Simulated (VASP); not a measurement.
Write the native input for VASP 6.6.1 that does the following.

- Task: single point
- Functional: PBE
- Potentials or basis: VASP PAW PBE potentials, release 64 (Ce, Cl, N, H)
- Cutoff: 520 eV
- k mesh: 1 × 1 × 1
- Occupations: gaussian, width 0.01 eV
- Spin: collinear spin, ferromagnetic start
- Starting moments: [1.0, 0.0, 0.0, 0.0, 0.0, 0.0, 0.0, 0.0] μB
- Dipole correction: no
- Further INCAR settings: ALGO = Normal; EDIFF = 1e-06; NBANDS = 34

The structure of CeCl3NH3 (Ce(Cl)3(NH3)) lies in POSCAR:

```
CeH3NCl3
1.0
   12.2600000000      0.0000000000      0.0000000000
    0.0000000000     12.2600000000      0.0000000000
    0.0000000000      0.0000000000     12.2600000000
Ce Cl N H
1 3 1 3
Direct
    0.5396117500      0.4602618300      0.5396117500
    0.6328262600      0.6273556300      0.6328262600
    0.3725179400      0.3670473100      0.6328262600
    0.6328262600      0.3670473100      0.3725179400
    0.4168597100      0.5830138700      0.4168597100
    0.3670473100      0.6328262600      0.4614910300
    0.4614910300      0.6328262600      0.3670473100
    0.3670473100      0.5383825400      0.3670473100
```

These files were run (other wordings do the same):

INCAR

```
PREC     = Accurate       # precision mode
ENCUT    = 520            # plane-wave cutoff, eV
EDIFF    = 1E-6           # SCF threshold, eV
ISMEAR   = 0              # smearing method
SIGMA    = 0.01           # smearing width, eV
LREAL    = False          # projectors in reciprocal space
LASPH    = True           # aspherical terms in the spheres
NELM     = 150            # most SCF steps
ALGO     = Normal         # electronic algorithm
ISIF     = 2              # what is computed and relaxed
LWAVE    = False          # write WAVECAR
LCHARG   = False          # write CHGCAR
ISPIN    = 2              # spin polarisation
MAGMOM   = 1 0 0 0 0 0 0 0 # initial moments
LORBIT   = 11             # projections on sites
LMAXMIX  = 6              # l up to which the mixer works
GGA      = PE             # functional
NBANDS   = 34             # bands
```

KPOINTS

```
regular mesh
0
Gamma
  1 1 1
```

Potentials or basis: VASP PAW PBE potentials, release 64 (Ce, Cl, N, H).

Launch:

```bash
$ cat potpaw_PBE.64/Ce/POTCAR potpaw_PBE.64/Cl/POTCAR potpaw_PBE.64/N/POTCAR potpaw_PBE.64/H/POTCAR > POTCAR
$ mpirun -np 1 vasp_gam > vasp.out
```

Results of the run:

```
Largest force                                         : 0.240 eV/Å
Gap between the frontier levels                       : zero (filled and empty bands touch)
Net moment                                            : 1.00 μB per cell
Site moments                                          : Ce +0.99; Cl -0.01; N -0.00; H +0.00 μB
Valence electrons inside the program's atomic spheres : Ce 9.63; Cl 5.13; N 3.98; H 0.71
```

Caveat: the magnetic or orbital state may not be the lowest; spin-orbit coupling is left out, which moves the levels of the heavy elements; without U or exact exchange the open f shell lies at the Fermi level, which spoils levels, moments and volumes.

Run time: 9.9 min on 1 thread of Intel(R) Xeon(R) Platinum 8259CL CPU @ 2.50GHz (Skylake/Cascade Lake), with other jobs on the host, peak memory 2.1 GiB.
